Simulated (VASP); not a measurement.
Input of a VASP 6.6.1 run:

INCAR

```
SYSTEM = InP
  PREC = Accurate
  ENCUT = 520
  EDIFF = 1E-6
  ISMEAR = -1
  SIGMA = 0.05
  LREAL = .FALSE.
  LASPH = .TRUE.
  NELM = 60
  ALGO = Normal
  ISIF = 2
  LWAVE = .FALSE.
  LCHARG = .FALSE.
  GGA = PE
  ALDAC = 0.0
  AGGAC = 0.0
  NBANDS = 16
```

The input KPOINTS:

```
regular mesh
0
G
  8 8 8
  0 0 0
```

File POSCAR:

```
InP
1.0
    0.0000000000      2.9108316221      2.9108316221
    2.9108316221      0.0000000000      2.9108316221
    2.9108316221      2.9108316221      0.0000000000
In P
1 1
Direct
    0.0000000000      0.0000000000      0.0000000000
    0.7500000000      0.7500000000      0.7500000000
```

Potentials or basis: VASP PAW PBE potentials, release 64 (In_d, P).

Launch:

```console
$ cat potpaw_PBE.64/In_d/POTCAR potpaw_PBE.64/P/POTCAR > POTCAR
$ mpirun -np 1 vasp_std > vasp.out
```

Q: Predict the band gap on the k mesh.

A: 0.80 eV, direct.

Q: What does it give for the pressure?

A: 14.1 GPa.

Caveat: spin-orbit coupling is left out, which moves the levels of the heavy elements.
